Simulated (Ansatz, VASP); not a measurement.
## Two plane-wave programs on C

The input INCAR:

```
SYSTEM = C
PREC = Accurate
ENCUT = 520
EDIFF = 1E-6
ISMEAR = 0
SIGMA = 0.1
LREAL = .False.
LASPH = .True.
NELM = 60
ALGO = Normal
ISIF = 2
LWAVE = .False.
LCHARG = .False.
NBANDS = 16
```

Contents of KPOINTS:

```
Automatic mesh
0
Gamma
  6 6 2
  0 0 0
```

POSCAR

```
C
1.0
    1.2159619696     -2.1479622876      0.0091232276
    1.2232502972      2.1521701653     -0.0413730204
   -0.0941886657     -0.0851463517      7.1476530721
C
4
Direct
    0.1034933285      0.9456230676      0.7488005552
    0.5908149738      0.4138432831      0.2394105085
    0.9242568809      0.0859987362      0.2421136921
    0.4285181549      0.5893271320      0.7486182121
```

Input for Ansatz:

```yaml
crystal:
  lattice:
    - [1.2159619696, -2.1479622876, 0.0091232276]
    - [1.2232502972, 2.1521701653, -0.0413730204]
    - [-0.0941886657, -0.0851463517, 7.1476530721]
  atoms:
    - { symbol: C, position: [0.1034933285, 0.9456230676, 0.7488005552] }
    - { symbol: C, position: [0.5908149738, 0.4138432831, 0.2394105085] }
    - { symbol: C, position: [0.9242568809, 0.0859987362, 0.2421136921] }
    - { symbol: C, position: [0.4285181549, 0.589327132, 0.7486182121] }
basis:
  ecutwfc: 420
kpoints:
  mp_grid: { grid: [6, 6, 2] }
hamiltonian:
  xc: lda
scf:
  occupations: { method: gaussian, width: 0.1 }
output:
  forces: true
  stress: true
  eigenvalues: true
```

Change from the starting cell: kmesh displaced: [6, 6, 2] Gamma-centred.

Alike in both runs: task single point; functional LDA; k mesh 6 × 6 × 2; occupations gaussian, width 0.1 eV; no spin polarisation.

|  | VASP | Ansatz |
| --- | --- | --- |
| version | VASP 6.6.1 | Ansatz 0.2.0 |
| potentials or method | VASP PAW LDA potentials, release 64 (C), cutoff 520 eV | scalar-relativistic, plane waves, PAW |
| valence electrons in the cell | 16 | 16 |

```tsv
	VASP	Ansatz	Ansatz less VASP
gap on the k mesh at the Fermi level (eV)	0.10	0.10	-0.001
least direct gap on the mesh (eV)	0.15	0.15	0.000
pressure (GPa)	-3.8	-4.6	-0.73
traceless stress, the component that is largest in VASP (GPa)	-8.65	-9.05	-0.395
rms of the force components (eV/Å)	1.071	1.073	+0.0022
```

LDA's correlation is that of Perdew and Zunger in VASP and of Perdew and Wang (1992) in Ansatz. Atom by atom the forces differ by 0.003 eV/Å (rms over components).

The k mesh is coarse, so the values compare programs but aren't converged.
